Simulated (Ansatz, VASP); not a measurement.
Re: VASP beside Ansatz

INCAR

```
SYSTEM = Re
ALGO     = Normal         ! electronic algorithm
EDIFF    = 1E-6           ! SCF threshold, eV
ENCUT    = 520            ! plane-wave cutoff, eV
GGA      = PE             ! functional
ISIF     = 2              ! what is computed and relaxed
ISMEAR   = 0              ! smearing method
LASPH    = .True.         ! aspherical terms in the spheres
LCHARG   = .False.        ! write CHGCAR
LREAL    = .False.        ! projectors in reciprocal space
LWAVE    = .False.        ! write WAVECAR
NBANDS   = 14             ! bands
NELM     = 80             ! most SCF steps
PREC     = Accurate       ! precision mode
SIGMA    = 0.15           ! smearing width, eV
```

KPOINTS

```
k-points
0
Gamma
  18 18 10
  0 0 0
```

Contents of POSCAR:

```
Re
1.0
    2.7748241524      0.0000000000      0.0000000000
   -1.3874120762      2.4030682070      0.0000000000
    0.0000000000      0.0000000000      4.4842238099
Re
2
Direct
    0.3333333333      0.6666666667      0.1958100197
    0.6666666667      0.3333333333      0.8041899803
```

Input for Ansatz:

```yaml
crystal:
  lattice:
    - [2.7748241524, 0.0, 0.0]
    - [-1.3874120762, 2.403068207, 0.0]
    - [0.0, 0.0, 4.4842238099]
  atoms:
    - { symbol: Re, position: [0.3333333333, 0.6666666667, 0.1958100197] }
    - { symbol: Re, position: [0.6666666667, 0.3333333333, 0.8041899803] }
basis:
  ecutwfc: 420
kpoints:
  mp_grid: { grid: [18, 18, 10] }
hamiltonian:
  xc: pbe
scf:
  occupations: { method: gaussian, width: 0.15 }
output:
  forces: true
  stress: true
  eigenvalues: true
```

Change from the starting cell: mode 4 frozen in at -0.243 Å, equal normal strain along x and y +0.0000.

Alike in both runs: task single point; functional PBE; k mesh 18 × 18 × 10; occupations gaussian, width 0.15 eV; no spin polarisation.

|  | VASP | Ansatz |
| --- | --- | --- |
| version | VASP 6.6.1 | Ansatz 0.2.0 |
| potentials or method | VASP PAW PBE potentials, release 64 (Re), cutoff 520 eV | scalar-relativistic, plane waves, PAW |
| valence electrons in the cell | 14 | 30 |

```tsv
	VASP	Ansatz	Ansatz less VASP
gap on the k mesh at the Fermi level (eV)	none	none	-
pressure (GPa)	41.1	41.8	+0.71
traceless stress, the component that is largest in VASP (GPa)	10.67	12.06	+1.387
rms of the force components (eV/Å)	4.546	4.712	+0.1658
```

Atom by atom the forces differ by 0.166 eV/Å (rms over components). A gap of «none» marks a metal or a gap that the smearing closes. Both programs put the cell under a high pressure, so it lies far from rest at this level. VASP's potentials hold 14 valence electrons a cell and Ansatz's 30, so a difference there can come from the potentials and not from the codes.

Spin-orbit coupling is off throughout.
